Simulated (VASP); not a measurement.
Runs of VASP 6.6.1 on AgBr. The structure is that of space group Fm-3m (No. 225), or close to it. The cells are those of the table. 

| task | level | cell | cutoff (eV) | smearing | gap on the mesh (eV) | pressure (GPa) | relaxed volume (Å³/atom) |
| --- | --- | --- | --- | --- | --- | --- | --- |
| relaxation of cell and atoms | PBE+D3(BJ) | relaxed from a = 4.059 Å, angles 60.0°, 2 atoms | 500 | methfessel-paxton 0.176 eV | 1.26 | 0.0 | (a) |
| relaxation of cell and atoms | r2SCAN | relaxed from a = 4.059 Å, angles 60.0°, 2 atoms | 550 | methfessel-paxton 0.2 eV | 1.78 | 0.0 | 24.19 |
| single point | PBE+D3(BJ) | a = 4.050 Å, angles 60.1°, 2 atoms | 500 | methfessel-paxton 0.176 eV | 1.26 | 0.0 | - |
| single point | revPBE+D3(BJ) | a = 4.037 Å, angles 60.1°, 2 atoms | 500 | methfessel-paxton 0.2 eV | 1.37 | -0.1 | - |
| single point | r2SCAN | a = 4.089 Å, angles 60.0°, 2 atoms | 550 | methfessel-paxton 0.2 eV | 1.78 | -0.1 | - |

Alike in all rows: potentials or basis VASP PAW PBE potentials, release 64 (Ag, Br); no spin polarisation; k mesh 5 × 5 × 5, shifted.

Task: Fill in the values left out.

Result: (a) 23.50.

Caveats: a shifted mesh leaves out Γ, where band edges can lie; the PAW data sets were made with another functional, which shifts forces and pressure a little (at least some runs).

A k mesh can miss the band edges, and the runs leave out spin-orbit coupling on Ag, Br.
